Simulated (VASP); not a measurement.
Here is a VASP 6.6.1 calculation.

Contents of INCAR:

```
PREC = Accurate
ENCUT = 520
EDIFF = 1E-6
ISMEAR = 0
SIGMA = 0.05
LREAL = Auto
LASPH = T
NELM = 80
ALGO = Normal
ISIF = 2
LWAVE = F
LCHARG = F
GGA = PE
IVDW = 12
NBANDS = 40
```

Contents of KPOINTS:

```
Automatic mesh
0
Gamma
  3 3 3
```

File POSCAR:

```
Li
1.0
    6.9800000000      0.0000000000      0.0000000000
    0.0000000000      6.9800000000      0.0000000000
    0.0000000000      0.0000000000      6.9800000000
Li
17
Direct
   -0.0220607450     -0.0964067335     -0.0568275072
    0.4676101719     -0.0084775072      0.0036395415
   -0.0224630372      0.5052083095     -0.0061064470
   -0.0097818052      0.0113312321      0.5082366762
    0.3195363897      0.3722252149      0.3254573066
    0.4955868195      0.5102862464     -0.0079749284
    0.4695103152      0.0224534384      0.4910495702
    0.7304684814      0.2337979943      0.2368461318
   -0.0272962751      0.4883204871      0.5085984241
    0.2328118911      0.7510585960      0.2643540115
    0.2388345272      0.2504376791      0.7571648997
    0.5657272206      0.4782058739      0.5570975645
    0.7307071633      0.7535987106      0.2609134670
    0.7526722063      0.2168292264      0.7901485673
    0.2579289398      0.7228756447      0.7121240688
    0.7076174785      0.7768520057      0.7266693410
    0.1158479943      0.1531935530      0.1506885387
```

Potentials or basis: VASP PAW PBE potentials, release 64 (Li_sv).

Command:

```console
$ cat potpaw_PBE.64/Li_sv/POTCAR > POTCAR
$ mpirun -np 1 vasp_std > vasp.out
```

(1) Estimate the dispersion energy per atom.

(2) Estimate the largest force.

## Answers

(1) -0.172 eV.

(2) 0.023 eV/Å.
